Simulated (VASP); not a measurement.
Set up this calculation in VASP 6.6.1, as the native input.

```
Task                   : single point
Functional             : PBE
Dispersion             : D3(BJ)
Potentials or basis    : VASP PAW PBE potentials, release 64 (P)
Cutoff                 : 520 eV
k mesh                 : 9 × 9 × 1
Occupations            : gaussian, width 0.02 eV
Spin                   : no spin polarisation
Dipole correction      : yes
Further INCAR settings : ALGO = Normal; EDIFF = 1e-07; NBANDS = 18
```

The structure of P lies in POSCAR:

```
P
1.0
    3.2578782221     -0.0000002505      0.0000000000
   -1.6289388942      2.8214054280      0.0000000000
    0.0000000000      0.0000000000     34.6790344000
P
4
Direct
    0.6666666667      0.3333333333      0.2403630790
    0.3333333333      0.6666666667      0.2045332023
    0.3333333333      0.6666666667      0.3721841241
    0.0000000000      0.0000000000      0.3363542474
```

These files were run (other wordings do the same):

INCAR

```
SYSTEM = P
PREC = Accurate
ENCUT = 520
EDIFF = 1E-7
ISMEAR = 0
SIGMA = 0.02
LREAL = .False.
LASPH = .True.
NELM = 60
ALGO = Normal
ISIF = 2
LWAVE = .False.
LCHARG = .False.
LDIPOL = .True.
IDIPOL = 3
DIPOL = 0.5 0.5 0.288
GGA = PE
IVDW = 12
NBANDS = 18
```

KPOINTS

```
regular mesh
0
Gamma
  9 9 1
  0 0 0
```

Potentials or basis: VASP PAW PBE potentials, release 64 (P).

Command:

```sh
$ cat potpaw_PBE.64/P/POTCAR > POTCAR
$ mpirun -np 1 vasp_std > vasp.out
```

It gave:

The largest force is 0.092 eV/Å. The band gap on the k mesh is 1.23 eV (least direct gap 1.81 eV) and the dispersion energy per atom is -0.265 eV.

Wall time 3.4 min on 1 thread of Oxide Virtual Turin-like Processor, on a shared host, peak memory 0.35 GiB.
